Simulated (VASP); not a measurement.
# CoSn (P6/mmm) in VASP: notebook

The runs below take CoSn through single point, with PBEsol.

All numbers are computed with VASP 6.6.1; they aren't measurements. Logs are shortened: lines on timing, memory, paths and dates and some standing lists are left out, and cuts for length are marked.

## 1. The cell of the first run

The structure is hexagonal, space group P6/mmm (No. 191). Conventional cell: a = 5.220 Å, b = 5.220 Å, c = 4.419 Å, α = 90.00°, β = 90.00°, γ = 120.00°. Within 3.4 Å of Co (site symmetry mmm) lie 6 Sn at 2.61 to 2.67 Å and 4 Co at 2.61 Å. Sn (site symmetry -6m2) has 6 Co at 2.67 Å and 3 Sn at 3.01 Å within 3.5 Å. Sn (site symmetry 6/mmm) has 6 Co at 2.61 Å within 3.4 Å.

## 2. Single point, PBEsol (strain along c alone, the other axes held: +6.0 %)

INCAR reads:

```
SYSTEM = CoSn
  PREC = Accurate
  ENCUT = 520
  EDIFF = 1E-6
  ISMEAR = 0
  SIGMA = 0.1
  LREAL = .False.
  LASPH = .True.
  NELM = 60
  ALGO = Fast
  ISIF = 2
  LWAVE = .False.
  LCHARG = .False.
  GGA = PS
  NBANDS = 44
```

KPOINTS reads:

```
Automatic mesh
0
Gamma
  12 12 8
  0 0 0
```

POSCAR reads:

```
CoSn
1.0
    5.2197158217      0.0000000000      0.0000000000
   -2.6098579108      4.5204065021      0.0000000000
    0.0000000000      0.0000000000      4.4185801975
Co Sn
3 3
Direct
    0.0000000000      0.5000000000      0.0000000000
    0.5000000000      0.5000000000      0.0000000000
    0.5000000000      0.0000000000      0.0000000000
    0.6666666667      0.3333333333      0.5000000000
    0.3333333333      0.6666666667      0.5000000000
    0.0000000000      0.0000000000      0.0000000000
```

Potentials or basis: VASP PAW PBE potentials, release 64 (Co, Sn_d).

On the command line:

```bash
> cat potpaw_PBE.64/Co/POTCAR potpaw_PBE.64/Sn_d/POTCAR > POTCAR
> mpirun -np 1 vasp_std > vasp.out
```

OUTCAR:

```text
SYSTEM = CoSn
   PREC = Accurate
   ENCUT = 520
   EDIFF = 1E-6
   ISMEAR = 0
   LREAL = .False.
   LASPH = .True.
   NELM = 60
   ISIF = 2
   GGA = PS

 ion  position               nearest neighbor table
   1  0.000  0.500  0.000-   6 2.61   6 2.61   2 2.61   2 2.61   3 2.61   3 2.61   5 2.67   5 2.67
                             4 2.67   4 2.67
   2  0.500  0.500  0.000-   3 2.61   3 2.61   1 2.61   1 2.61   6 2.61   6 2.61   5 2.67   5 2.67
                             4 2.67   4 2.67
   3  0.500  0.000  0.000-   2 2.61   2 2.61   6 2.61   6 2.61   1 2.61   1 2.61   5 2.67   5 2.67
                             4 2.67   4 2.67
   4  0.667  0.333  0.500-   3 2.67   3 2.67   1 2.67   1 2.67   2 2.67   2 2.67   5 3.01   5 3.01
                             5 3.01   6 3.74   6 3.74   6 3.74   6 3.74   6 3.74   6 3.74
   5  0.333  0.667  0.500-   3 2.67   3 2.67   1 2.67   1 2.67   2 2.67   2 2.67   4 3.01   4 3.01
                             4 3.01   6 3.74   6 3.74   6 3.74   6 3.74   6 3.74   6 3.74
   6  0.000  0.000  0.000-   1 2.61   1 2.61   3 2.61   3 2.61   2 2.61   2 2.61   5 3.74   4 3.74
                             5 3.74   4 3.74   4 3.74   4 3.74   5 3.74   5 3.74   4 3.74   5 3.74

  LATTYP: Found a hexagonal cell.
 ALAT       =     5.2197158217
 C/A-ratio  =     0.8465173869

  Lattice vectors:

 A1 = (   5.2197158217,   0.0000000000,   0.0000000000)
 A2 = (  -2.6098579108,   4.5204065021,   0.0000000000)
 A3 = (   0.0000000000,   0.0000000000,   4.4185801975)

Analysis of symmetry for initial positions (statically):
=====================================================================
 Subroutine PRICEL returns:
 Original cell was already a primitive cell.

 Routine SETGRP: Setting up the symmetry group for a
 hexagonal supercell.

 Subroutine GETGRP returns: Found 24 space group operations
 (whereof 24 operations were pure point group operations)
 out of a pool of 24 trial point group operations.

The static configuration has the point symmetry D_6h.

Analysis of symmetry for dynamics (positions and initial velocities):
=====================================================================
 Subroutine PRICEL returns:
 Original cell was already a primitive cell.

 Routine SETGRP: Setting up the symmetry group for a
 hexagonal supercell.

 Subroutine GETGRP returns: Found 24 space group operations
 (whereof 24 operations were pure point group operations)
 out of a pool of 24 trial point group operations.

The dynamic configuration has the point symmetry D_6h.

 Subroutine INISYM returns: Found 24 space group operations
[... 105 lines left out ...]
   EDIFF  = 0.1E-05   stopping-criterion for ELM
   LREAL  =      F    real-space projection
   EDIFFG = 0.1E-04   stopping-criterion for IOM
   NSW    =      0    number of steps for IOM
   IBRION =     -1    ionic relax: 0-MD 1-quasi-New 2-CG
   NFREE  =      0    steps in history (QN), initial steepest desc. (CG)
   ISIF   =      2    stress and relaxation
   ISYM   =      2    0-nonsym 1-usesym 2-fastsym
   POTIM  = 0.5000    time-step for ionic-motion
   TEBEG  =    0.0;   TEEND  =   0.0 temperature during run
   PSTRESS=    0.0 pullay stress
   NELECT =      69.0000    total number of electrons
   NUPDOWN=      -1.0000    fix difference up-down
   EMIN   =  10.00;   EMAX   =-10.00  energy-range for DOS
   EFERMI =   0.00;   METHOD = LEGACY
   ISMEAR =     0;   SIGMA  =   0.10  broadening in eV -4-tet -1-fermi 0-gaus
   EFERMI_NEDOS =   21; number of points for ismear=-14 and -15
   IALGO  =     68    algorithm
   IMIX   =      4    mixing-type and parameters
     AMIX     =   0.40;   BMIX     =  1.00
     AMIX_MAG =   1.60;   BMIX_MAG =  1.00
  volume/ion in A,a.u.               =      17.38       117.26
  Fermi-wavevector in a.u.,A,eV,Ry     =   1.426666  2.696007 27.692951  2.035374
  Thomas-Fermi vector in A             =   2.546918
   LORBIT       =      0    0 simple, 1 ext, 2 COOP (PROOUT), +10 PAW based schemes
   GGA     = PS    functional components
   LHFCALC =     F    Hartree Fock is set to
   AEXX    =    0.0000 exact exchange contribution
   IVDW    =     0    specifies the selected vdW correction
   LEPSILON=     F    determine dielectric tensor
   LRPA    =     F    only Hartree local field effects (RPA)
 non-spin polarized calculation
 RMM-DIIS sequential band-by-band and
 Gauss-broadening in eV      SIGMA  =   0.10
  energy-cutoff  :      520.00
  volume of cell :      104.26
 maximum number of plane-waves:      2830
 NGX is ok and might be reduce to    40
   NGX = 19   NGY = 19   NGZ = 17

 number of electron      68.9999998 magnetization

 Free energy of the ion-electron system (eV)
  ---------------------------------------------------
  ext. energy  EPLUGINS =         0.00000000
  ---------------------------------------------------
  free energy    TOTEN  =       -36.70679735 eV

  energy without entropy =      -36.68021995  energy(sigma->0) =      -36.69350865

 E-fermi :   9.3940     XC(G=0): -11.7833

 val. band max:        9.3762574530   @ k =   0.4167   0.0833   0.2500
 cond. band min:       9.4036898847   @ k =   0.4167   0.0000   0.2500
 fundamental gap:      0.0274324317
 Fermi energy:         9.3939525569

 k-point     1 :       0.0000    0.0000    0.0000
  band No.  band energies     occupation
      1     -11.9240      2.00000
      2     -11.9240      2.00000
      3     -11.9190      2.00000
      4     -11.8099      2.00000
      5     -11.8099      2.00000
      6     -11.8094      2.00000
[... 1117 lines left out ...]
     43      14.1418      0.00000
     44      15.2814      0.00000

 [... further k-points ...]
[... 5 lines left out ...]
  --------------------------------------------------------------------------------------
  -------------------------------------------------------------------------------------
  Total       -2.3217542     -2.3217542     -8.9084592     -0.0000000      0.0000000     -0.0000000
  in kB      -35.6795801    -35.6795801   -136.9008319     -0.0000000      0.0000000     -0.0000000
  external PRESSURE =     -69.4199974 kB  Pullay stress =       0.0000000 kB

 VOLUME and BASIS-vectors are now :
 -----------------------------------------------------------------------------
  energy-cutoff  :      520.00
  volume of cell :      104.26
      direct lattice vectors                 reciprocal lattice vectors
     5.219715822  0.000000000  0.000000000     0.191581311  0.110609521  0.000000000
    -2.609857911  4.520406502  0.000000000     0.000000000  0.221219043  0.000000000
     0.000000000  0.000000000  4.418580197     0.000000000  0.000000000  0.226317042

 POSITION                                       TOTAL-FORCE (eV/Angst)
 -----------------------------------------------------------------------------------
     -1.30493      2.26020      0.00000        -0.000000      0.000000      0.000000
      1.30493      2.26020      0.00000        -0.000000      0.000000      0.000000
      2.60986      0.00000      0.00000        -0.000000      0.000000      0.000000
      2.60986      1.50680      2.20929         0.000000     -0.000000      0.000000
     -0.00000      3.01360      2.20929        -0.000000      0.000000      0.000000
      0.00000      0.00000      0.00000        -0.000000      0.000000      0.000000
 -----------------------------------------------------------------------------------
    total drift:                               -0.000000      0.000000     -0.000000

  FREE ENERGIE OF THE ION-ELECTRON SYSTEM (eV)
  ---------------------------------------------------
  free  energy   TOTEN  =       -36.7067973463 eV

  energy  without entropy=      -36.6802199495  energy(sigma->0) =      -36.69350865
```

OSZICAR:

```text
N       E                     dE             d eps       ncg     rms          rms(c)
DAV:   1     0.685914870371E+03    0.68591E+03   -0.31337E+04  8476   0.246E+03
DAV:   2     0.676881182177E+02   -0.61823E+03   -0.59952E+03  8360   0.599E+02
DAV:   3    -0.343352938562E+02   -0.10202E+03   -0.99030E+02  8500   0.222E+02
DAV:   4    -0.397044973927E+02   -0.53692E+01   -0.53183E+01  9616   0.562E+01
DAV:   5    -0.398699190288E+02   -0.16542E+00   -0.16533E+00 11344   0.912E+00    0.157E+01
RMM:   6    -0.424775241817E+02   -0.26076E+01   -0.38723E+01  9015   0.419E+01    0.187E+01
RMM:   7    -0.370095365722E+02    0.54680E+01   -0.11594E+01  8909   0.252E+01    0.423E+00
RMM:   8    -0.367056531292E+02    0.30388E+00   -0.88030E-01  9498   0.479E+00    0.901E-01
RMM:   9    -0.367051461468E+02    0.50698E-03   -0.16722E-01 11667   0.222E+00    0.265E-01
RMM:  10    -0.367065015342E+02   -0.13554E-02   -0.32411E-02 13350   0.923E-01    0.181E-01
RMM:  11    -0.367066468997E+02   -0.14537E-03   -0.49103E-03 13181   0.446E-01    0.106E-01
RMM:  12    -0.367067740233E+02   -0.12712E-03   -0.16035E-03 14524   0.208E-01    0.488E-02
RMM:  13    -0.367067878848E+02   -0.13862E-04   -0.29516E-04 14224   0.925E-02    0.206E-02
RMM:  14    -0.367067964699E+02   -0.85850E-05   -0.87275E-05 14238   0.415E-02    0.872E-03
RMM:  15    -0.367067965244E+02   -0.54525E-07   -0.16490E-05 10106   0.275E-02    0.416E-03
RMM:  16    -0.367067973463E+02   -0.82194E-06   -0.83192E-06  7353   0.133E-02
   1 F= -.36706797E+02 E0= -.36693509E+02  d E =-.265774E-01
```

stdout:

```text
POSCAR found type information on POSCAR CoSn
 POSCAR found :  2 types and       6 ions
 scaLAPACK will be used
 -----------------------------------------------------------------------------
|                                                                             |
|                                                                             |
|     You enforced a specific xc type in the INCAR file but a different       |
|     I HOPE YOU KNOW WHAT YOU ARE DOING!                                     |
|                                                                             |
 -----------------------------------------------------------------------------

 LDA part: xc-table for (Slater+PW92), standard interpolation
 POSCAR, INCAR and KPOINTS ok, starting setup
 FFT: planning ... GRIDC
 FFT: planning ... GRID_SOFT
 FFT: planning ... GRID
 WAVECAR not read
 entering main loop
```

Run time: 4 min. Hardware: 1 thread of Intel Xeon 6975P-C (Granite Rapids), shared host; peak memory 0.46 GiB.

What came out:

* Free energy: -36.7068 eV
* Pressure: -6.9 GPa
* Band gap on the k mesh: zero (an odd number of electrons rules out a gap without spin polarisation)

Caveat: the cell differs from its parent crystal (strain along c alone, the other axes held: +6.0 %); the cell stands under tension; the PAW data sets were made with another functional, which shifts forces and pressure a little; spin-orbit coupling is left out, which moves the levels of the heavy elements; the run has no spin polarisation, though such a crystal can be magnetic. Spin polarisation is off, so any magnetic state and its effect on volume and gap are missing.

[end of part 1 of 3]
